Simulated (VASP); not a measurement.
Here is a VASP 6.6.1 calculation.

File INCAR:

```
SYSTEM = SnTe
ALGO = Normal
EDIFF = 1E-6
ENCUT = 520
GGA = PE
ISIF = 2
ISMEAR = 0
LASPH = .TRUE.
LCHARG = .TRUE.
LELF = .TRUE.
LREAL = .FALSE.
LVHAR = .TRUE.
LWAVE = .FALSE.
NBANDS = 28
NELM = 80
PREC = Accurate
SIGMA = 0.1
```

The input KPOINTS:

```
k-points
0
G
  6 6 2
  0 0 0
```

POSCAR

```
SnTe
1.0
    4.2438749494      0.0000000000      0.0000000000
   -2.1219374747      3.6753035166      0.0000000000
    0.0000000000      0.0000000000     10.8504992492
Sn Te
2 2
Direct
    0.0000000000      0.0000000000      0.8111783653
    0.0000000000      0.0000000000      0.1888216347
    0.3333333333      0.6666666667      0.6584564107
    0.6666666667      0.3333333333      0.3415435893
```

Potentials or basis: VASP PAW PBE potentials, release 64 (Sn_d, Te).

Launch:

```console
$ cat potpaw_PBE.64/Sn_d/POTCAR potpaw_PBE.64/Te/POTCAR > POTCAR
$ mpirun -np 1 vasp_std > vasp.out
```

(1) Predict the band gap on the k mesh.

(2) What does it give for the pressure?

Results:

(1) 0.38 eV.

(2) 0.1 GPa.

Caveat: spin-orbit coupling is left out, which moves the levels of the heavy elements.
